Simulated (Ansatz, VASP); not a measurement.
**CaZr2N2: VASP beside Ansatz**

```
CELL_PARAMETERS angstrom
4.02853 0.00000 0.00000
0.00000 4.02853 0.00000
0.00000 0.00000 5.01189
ATOMIC_POSITIONS crystal
Ca 0.00000 0.00000 0.38916
Zr 0.50000 0.00000 0.00619
Zr 0.00000 0.50000 0.00619
N 0.50000 0.50000 0.58485
N 0.50000 0.50000 0.33350
```

Alike in both runs: task relaxation of cell and atoms; functional PBE; k mesh 4 × 4 × 4; occupations gaussian, width 0.1 eV; no spin polarisation.

|  | VASP | Ansatz |
| --- | --- | --- |
| version | VASP 6.6.1 | Ansatz 0.2.0 |
| potentials or method | VASP PAW PBE potentials, release 64 (Ca_sv, Zr_sv, N), cutoff 600 eV | scalar-relativistic, plane waves, PAW |
| valence electrons in the cell | 44 | 44 |

|  | VASP | Ansatz | Ansatz less VASP |
| --- | --- | --- | --- |
| gap on the k mesh at the Fermi level, each at its own relaxed structure (eV) | none | none | - |
| relaxed volume (Å³/atom) | 17.08 | 17.07 | -0.014 |
| relaxed cell length with the largest relative difference (Å) | 5.966 | 5.975 | +0.0089 |

A gap of «none» marks a metal or a gap that the smearing closes.

The k mesh is coarse, so the values compare programs but aren't converged. Noted on VASP's run: the standard files for N, O and F lose accuracy on very short bonds.
